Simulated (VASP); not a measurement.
# WSe2 (P6_3/mmc) in VASP: a series of runs, part 2 of 2

VASP 6.6.1. Earlier steps stand in the parts before.

### 3 Single point, PBEsol

This run uses another cell than the first one, of 18.54 Å³/atom.

Input file INCAR:

```
PREC = Accurate
ENCUT = 520
EDIFF = 1E-6
ISMEAR = 0
SIGMA = 0.02
LREAL = False
LASPH = True
NELM = 80
ALGO = Normal
ISIF = 2
LWAVE = False
LCHARG = False
GGA = PS
NBANDS = 35
```

Input file KPOINTS:

```
Automatic mesh
0
Gamma
  12 12 2
```

Input file POSCAR:

```
WSe2
1.0
    3.2229966299      0.0000000000      0.0000000000
   -1.6114983149      2.7911969578      0.0000000000
    0.0000000000      0.0000000000     12.3643104563
W Se
2 4
Direct
    0.6666666667      0.3333333333      0.7500000000
    0.3333333333      0.6666666667      0.2500000000
    0.3333333333      0.6666666667      0.8860290399
    0.6666666667      0.3333333333      0.3860290399
    0.3333333333      0.6666666667      0.6139709601
    0.6666666667      0.3333333333      0.1139709601
```

Potentials or basis: VASP PAW PBE potentials, release 64 (W_sv, Se).

Started as:

```sh
$ cat potpaw_PBE.64/W_sv/POTCAR potpaw_PBE.64/Se/POTCAR > POTCAR
$ mpirun -np 1 vasp_std > vasp.out
```

OUTCAR:

```text
PREC = Accurate
   ENCUT = 520
   EDIFF = 1E-6
   ISMEAR = 0
   LREAL = False
   LASPH = True
   NELM = 80
   ISIF = 2
   GGA = PS

 ion  position               nearest neighbor table
   1  0.667  0.333  0.750-   3 2.51   5 2.51   3 2.51   5 2.51   3 2.51   5 2.51
   2  0.333  0.667  0.250-   4 2.51   6 2.51   4 2.51   6 2.51   4 2.51   6 2.51
   3  0.333  0.667  0.886-   1 2.51   1 2.51   1 2.51
   4  0.667  0.333  0.386-   2 2.51   2 2.51   2 2.51
   5  0.333  0.667  0.614-   1 2.51   1 2.51   1 2.51
   6  0.667  0.333  0.114-   2 2.51   2 2.51   2 2.51

  LATTYP: Found a hexagonal cell.
 ALAT       =     3.2229966299
 C/A-ratio  =     3.8362778110

  Lattice vectors:

 A1 = (   3.2229966299,   0.0000000000,   0.0000000000)
 A2 = (  -1.6114983149,   2.7911969578,   0.0000000000)
 A3 = (   0.0000000000,   0.0000000000,  12.3643104563)

Analysis of symmetry for initial positions (statically):
=====================================================================
 Subroutine PRICEL returns:
 Original cell was already a primitive cell.

 Routine SETGRP: Setting up the symmetry group for a
 hexagonal supercell.

 Subroutine GETGRP returns: Found 24 space group operations
 (whereof 12 operations were pure point group operations)
 out of a pool of 24 trial point group operations.

The static configuration has the point symmetry D_3d.
 The point group associated with its full space group is D_6h.

Analysis of symmetry for dynamics (positions and initial velocities):
=====================================================================
 Subroutine PRICEL returns:
 Original cell was already a primitive cell.

 Routine SETGRP: Setting up the symmetry group for a
 hexagonal supercell.

 Subroutine GETGRP returns: Found 24 space group operations
 (whereof 12 operations were pure point group operations)
 out of a pool of 24 trial point group operations.

The dynamic configuration has the point symmetry D_3d.
 The point group associated with its full space group is D_6h.

 Subroutine INISYM returns: Found 24 space group operations
 (whereof 12 operations are pure point group operations),
 and found     1 'primitive' translations

----------------------------------------------------------------------------------------

                                     Primitive cell

  volume of cell :     111.2296

  direct lattice vectors                    reciprocal lattice vectors
     3.222996630  0.000000000  0.000000000     0.310270259  0.179134618  0.000000000
    -1.611498315  2.791196958  0.000000000     0.000000000  0.358269235  0.000000000
     0.000000000  0.000000000 12.364310456     0.000000000  0.000000000  0.080877943

  length of vectors
     3.222996630  3.222996630 12.364310456     0.358269235  0.358269235  0.080877943

  position of ions in fractional coordinates (direct lattice)
     0.666666667  0.333333333  0.750000000
     0.333333333  0.666666667  0.250000000
     0.333333333  0.666666667  0.886029040
     0.666666667  0.333333333  0.386029040
     0.333333333  0.666666667  0.613970960
     0.666666667  0.333333333  0.113970960

  ion indices of the primitive-cell ions
[... 24 lines left out ...]
     0.029855770  0.029855770  0.040438972

  Shift w.r.t. Gamma in fractional coordinates (k-lattice)
     0.000000000  0.000000000  0.000000000

 Subroutine IBZKPT returns following result:
 ===========================================

 Found     38 irreducible k-points:

 Following reciprocal coordinates:
            Coordinates               Weight
  0.000000  0.000000  0.000000      1.000000
  0.083333  0.000000  0.000000      6.000000
  0.166667  0.000000  0.000000      6.000000
  0.250000  0.000000  0.000000      6.000000
  0.333333  0.000000  0.000000      6.000000
  0.416667 -0.000000  0.000000      6.000000
[... 16 lines left out ...]
  0.250000  0.000000  0.500000      6.000000
  0.333333  0.000000  0.500000      6.000000
 [... further k-points ...]
   k-points           NKPTS =     38   k-points in BZ     NKDIM =     38   number of bands    NBANDS=     35
   number of dos      NEDOS =    301   number of ions     NIONS =      6
   total plane-waves  NPLWV =  55296
   dimension x,y,z NGX =    24 NGY =   24 NGZ =   96
   dimension x,y,z NGXF=    48 NGYF=   48 NGZF=  192
   ions per type =               2   4
   NGX,Y,Z   is equivalent  to a cutoff of  12.38, 12.38, 12.91 a.u.
   NGXF,Y,Z  is equivalent  to a cutoff of  24.76, 24.76, 25.82 a.u.
 SYSTEM =  unknown system
   PREC   = accura    normal or accurate (medium, high low for compatibility)
   ISTART =      0    job   : 0-new  1-cont  2-samecut
   ICHARG =      2    charge: 1-file 2-atom 10-const
   ISPIN  =      1    spin polarized calculation?
   LNONCOLLINEAR =      F non collinear calculations
   LSORBIT =      F    spin-orbit coupling
   LASPH  =      T    aspherical Exc in radial PAW
   ENCUT  =  520.0 eV  38.22 Ry    6.18 a.u.   5.99  5.99 22.99*2*pi/ulx,y,z
   NELM   =     80;   NELMIN=  2; NELMDL= -5     # of ELM steps
   EDIFF  = 0.1E-05   stopping-criterion for ELM
   LREAL  =      F    real-space projection
   EDIFFG = 0.1E-04   stopping-criterion for IOM
   NSW    =      0    number of steps for IOM
   IBRION =     -1    ionic relax: 0-MD 1-quasi-New 2-CG
   NFREE  =      0    steps in history (QN), initial steepest desc. (CG)
   ISIF   =      2    stress and relaxation
   ISYM   =      2    0-nonsym 1-usesym 2-fastsym
   POTIM  = 0.5000    time-step for ionic-motion
   TEBEG  =    0.0;   TEEND  =   0.0 temperature during run
   PSTRESS=    0.0 pullay stress
   NELECT =      52.0000    total number of electrons
   NUPDOWN=      -1.0000    fix difference up-down
   EMIN   =  10.00;   EMAX   =-10.00  energy-range for DOS
   EFERMI =   0.00;   METHOD = LEGACY
   ISMEAR =     0;   SIGMA  =   0.02  broadening in eV -4-tet -1-fermi 0-gaus
   EFERMI_NEDOS =   21; number of points for ismear=-14 and -15
   IALGO  =     38    algorithm
   IMIX   =      4    mixing-type and parameters
     AMIX     =   0.40;   BMIX     =  1.00
     AMIX_MAG =   1.60;   BMIX_MAG =  1.00
  volume/ion in A,a.u.               =      18.54       125.10
  Fermi-wavevector in a.u.,A,eV,Ry     =   1.270582  2.401051 21.964938  1.614377
  Thomas-Fermi vector in A             =   2.403561
   LORBIT       =      0    0 simple, 1 ext, 2 COOP (PROOUT), +10 PAW based schemes
   GGA     = PS    functional components
   LHFCALC =     F    Hartree Fock is set to
   AEXX    =    0.0000 exact exchange contribution
   IVDW    =     0    specifies the selected vdW correction
   LEPSILON=     F    determine dielectric tensor
   LRPA    =     F    only Hartree local field effects (RPA)
 non-spin polarized calculation
 Gauss-broadening in eV      SIGMA  =   0.02
  energy-cutoff  :      520.00
  volume of cell :      111.23
 maximum number of plane-waves:      3036
 NGX is ok and might be reduce to    24
   NGX = 11   NGY = 11   NGZ = 45

 number of electron      52.0000012 magnetization

 Free energy of the ion-electron system (eV)
  ---------------------------------------------------
  ext. energy  EPLUGINS =         0.00000000
  ---------------------------------------------------
  free energy    TOTEN  =       -46.40147984 eV

  energy without entropy =      -46.40147984  energy(sigma->0) =      -46.40147984

 E-fermi :   7.5574     XC(G=0): -11.4403

 val. band max:        7.2790391394   @ k =   0.0000   0.0000   0.0000
 cond. band min:       7.9529134176   @ k =   0.1667   0.1667   0.0000
 fundamental gap:      0.6738742782
 Fermi energy:         7.5574010787

 k-point     1 :       0.0000    0.0000    0.0000
  band No.  band energies     occupation
      1     -67.0315      2.00000
      2     -67.0315      2.00000
      3     -31.3361      2.00000
      4     -31.3360      2.00000
      5     -31.1412      2.00000
      6     -31.1412      2.00000
[... 901 lines left out ...]
     34      11.2694      0.00000
     35      12.6922      0.00000

 [... further k-points ...]
[... 5 lines left out ...]
  --------------------------------------------------------------------------------------
  -------------------------------------------------------------------------------------
  Total        3.7842771      3.7842771      3.9129324      0.0000000      0.0000000     -0.0000000
  in kB       54.5096360     54.5096360     56.3628167      0.0000000      0.0000000     -0.0000000
  external PRESSURE =      55.1273629 kB  Pullay stress =       0.0000000 kB

 VOLUME and BASIS-vectors are now :
 -----------------------------------------------------------------------------
  energy-cutoff  :      520.00
  volume of cell :      111.23
      direct lattice vectors                 reciprocal lattice vectors
     3.222996630  0.000000000  0.000000000     0.310270259  0.179134618  0.000000000
    -1.611498315  2.791196958  0.000000000     0.000000000  0.358269235  0.000000000
     0.000000000  0.000000000 12.364310456     0.000000000  0.000000000  0.080877943

 POSITION                                       TOTAL-FORCE (eV/Angst)
 -----------------------------------------------------------------------------------
      1.61150      0.93040      9.27323        -0.000000     -0.000000      0.000000
     -0.00000      1.86080      3.09108         0.000000     -0.000000      0.000000
     -0.00000      1.86080     10.95514        -0.000000      0.000000      0.063873
      1.61150      0.93040      4.77298        -0.000000      0.000000      0.063873
     -0.00000      1.86080      7.59133        -0.000000      0.000000     -0.063873
      1.61150      0.93040      1.40917        -0.000000      0.000000     -0.063873
 -----------------------------------------------------------------------------------
    total drift:                               -0.000000      0.000000     -0.000000

  FREE ENERGIE OF THE ION-ELECTRON SYSTEM (eV)
  ---------------------------------------------------
  free  energy   TOTEN  =       -46.4014798422 eV

  energy  without entropy=      -46.4014798422  energy(sigma->0) =      -46.40147984
```

OSZICAR:

```text
N       E                     dE             d eps       ncg     rms          rms(c)
DAV:   1     0.497487691167E+03    0.49749E+03   -0.27993E+04  2916   0.147E+03
DAV:   2    -0.162405904998E+02   -0.51373E+03   -0.49611E+03  3022   0.400E+02
DAV:   3    -0.475611211690E+02   -0.31321E+02   -0.30747E+02  3244   0.920E+01
DAV:   4    -0.482261708431E+02   -0.66505E+00   -0.66130E+00  3169   0.136E+01
DAV:   5    -0.482340367080E+02   -0.78659E-02   -0.78581E-02  3208   0.160E+00    0.329E+01
DAV:   6    -0.467855563032E+02    0.14485E+01   -0.48335E+00  2976   0.147E+01    0.121E+01
DAV:   7    -0.465749607779E+02    0.21060E+00   -0.25170E+00  2787   0.739E+00    0.565E+00
DAV:   8    -0.464023279184E+02    0.17263E+00   -0.39921E-01  2881   0.424E+00    0.133E+00
DAV:   9    -0.464036183799E+02   -0.12905E-02   -0.56209E-02  3140   0.112E+00    0.921E-01
DAV:  10    -0.464015471895E+02    0.20712E-02   -0.12916E-02  2909   0.773E-01    0.146E-01
DAV:  11    -0.464015317780E+02    0.15411E-04   -0.14314E-03  2878   0.244E-01    0.173E-01
DAV:  12    -0.464014927936E+02    0.38984E-04   -0.48589E-05  3132   0.459E-02    0.111E-01
DAV:  13    -0.464014802005E+02    0.12593E-04   -0.83378E-05  2953   0.572E-02    0.135E-02
DAV:  14    -0.464014798422E+02    0.35827E-06   -0.41231E-06  2810   0.124E-02
   1 F= -.46401480E+02 E0= -.46401480E+02  d E =-.291334E-88
```

It took 62 s on 1 thread of Intel Xeon 6975P-C (Granite Rapids), shared host; peak memory 0.29 GiB.

Results:

| Quantity | Value |
| --- | --- |
| Free energy | -46.4015 eV |
| Pressure | 5.5 GPa |
| Largest force | 0.064 eV/Å |
| Band gap on the k mesh | 0.67 eV (least direct gap 1.61 eV) |

Forces on the atoms (eV/Å):
```
W    0.000  0.000  0.000
W    0.000  0.000  0.000
Se   0.000  0.000  0.064
Se   0.000  0.000  0.064
Se   0.000  0.000 -0.064
Se   0.000  0.000 -0.064
```

Levels at points of the mesh, in eV from the valence-band top:
```csv
k point,band 24,band 25,band 26,band 27,band 28,band 29
"(0.00, 0.00, 0.00)",-1.48,-0.76,0.00,2.66,2.66,2.68
"(0.50, 0.00, 0.00)",-1.48,-1.47,-0.99,2.17,2.25,2.31
"(0.00, 0.00, 0.50)",-1.54,-0.18,-0.18,2.65,2.65,2.65
"(0.50, 0.00, 0.50)",-1.55,-1.24,-1.24,2.27,2.27,2.55
```

Caveat: the cell stands under pressure; the PAW data sets were made with another functional, which shifts forces and pressure a little; spin-orbit coupling is left out, which moves the levels of the heavy elements. A k mesh can miss the band edges.
